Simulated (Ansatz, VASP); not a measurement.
One calculation of FeO, two programs

The input INCAR:

```
ALGO = Normal
EDIFF = 1E-6
ENCUT = 600
GGA = PE
GGA_COMPAT = False
ISIF = 2
ISMEAR = -1
ISPIN = 2
LASPH = True
LCHARG = False
LMAXMIX = 4
LORBIT = 11
LREAL = False
LWAVE = False
MAGMOM = 3 0
NBANDS = 22
NELM = 200
PREC = Accurate
SIGMA = 0.05
```

The input KPOINTS:

```
k-points
0
Gamma
  10 10 10
```

POSCAR

```
FeO
1.0
    2.5771616581      0.0000000000      0.0000000000
    0.0000000000      2.5771616581      0.0000000000
    0.0000000000      0.0000000000      2.5771616581
Fe O
1 1
Direct
    0.0000000000      0.0000000000      0.0000000000
    0.5000000000      0.5000000000      0.5000000000
```

File input.yaml:

```yaml
crystal:
  lattice:
    - [2.5771616581, 0.0, 0.0]
    - [0.0, 2.5771616581, 0.0]
    - [0.0, 0.0, 2.5771616581]
  atoms:
    - { symbol: Fe, position: [0.0, 0.0, 0.0], spin: 3.0 }
    - { symbol: O, position: [0.5, 0.5, 0.5] }
hamiltonian:
  xc: pbe
  pseudopotentials: { kind: paw }
magnetization:
  spin_polarized: true
kpoints:
  mp_grid: { grid: [10, 10, 10] }
scf:
  occupations: { method: fermi_dirac, width: 0.05 }
output:
  forces: true
  stress: true
  eigenvalues: true
```

Alike in both runs: task single point; functional PBE; k mesh 10 × 10 × 10; occupations fermi-dirac, width 0.05 eV; collinear spin.

|  | VASP | Ansatz |
| --- | --- | --- |
| version | VASP 6.6.1 | Ansatz 0.2.0 |
| potentials or method | VASP PAW PBE potentials, release 64 (Fe_sv, O) | Ansatz PAW |
| plane-wave cutoff (eV) | 600 | 420 |
| valence electrons in the cell | 22 | 22 |

Ansatz gave:

| Quantity | Value |
| --- | --- |
| gap on the k mesh at the Fermi level (eV) | none |
| pressure (GPa) | 19.8 |
| net moment per atom (μB) | 1.99 |
| size of the moment on the site where the two differ most (μB) | 0.41 |

**Question.** Estimate VASP's values.

**Answer.** gap on the k mesh at the Fermi level (eV): none; pressure (GPa): 17.1; net moment per atom (μB): 1.99; size of the moment on the site where the two differ most (μB): 0.38.

Site moments also hang on the region over which each program counts them. A gap of «none» marks a metal or a gap that the smearing closes.
